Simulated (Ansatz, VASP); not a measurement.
Ru: VASP beside Ansatz

```
CELL_PARAMETERS angstrom
2.55908 0.00000 0.00000
0.00000 2.55908 0.00000
0.00000 0.00000 2.55908
ATOMIC_POSITIONS crystal
Ru 0.00000 0.00000 0.00000
```

Alike in both runs: task single point; functional LDA; k mesh 14 × 14 × 14; occupations fermi-dirac, width 0.1 eV; no spin polarisation.

```csv
,VASP,Ansatz
version,VASP 6.6.1,Ansatz 0.2.0
potentials or method,"VASP PAW LDA potentials, release 64 (Ru_pv), cutoff 520 eV","plane waves (420 eV) with PAW, scalar-relativistic"
valence electrons in the cell,14,16
```

```tsv
	VASP	Ansatz	Ansatz less VASP
pressure (GPa)	-22.1	-22.6	-0.48
```

Ansatz warns that its potentials were made for another functional, while VASP's fit it. LDA's correlation is that of Perdew and Zunger in VASP and of Perdew and Wang (1992) in Ansatz. VASP's potentials hold 14 valence electrons a cell and Ansatz's 16, so a difference there can come from the potentials and not from the codes.
